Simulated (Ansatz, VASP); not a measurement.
# One calculation of C, two programs

```
C
1.0
     0.00000    1.75314    1.75314
     1.75314    0.00000    1.75314
     1.75314    1.75314    0.00000
C
2
Direct
  0.00000 0.00000 0.00000
  0.25000 0.25000 0.25000
```

Alike in both runs: task single point; functional PBEsol; k mesh 9 × 9 × 9; no spin polarisation.

```csv
,VASP,Ansatz
version,VASP 6.6.1,Ansatz 0.2.0
potentials or method,"VASP PAW PBE potentials, release 64 (C), cutoff 600 eV","plane waves, PAW"
occupations,"gaussian, width 0.01 eV",fixed
valence electrons in the cell,8,8
```

|  | VASP | Ansatz | Ansatz less VASP |
| --- | --- | --- | --- |
| pressure (GPa) | 20.2 | 19.6 | -0.53 |

VASP's potentials were made for PBE, not for PBEsol.
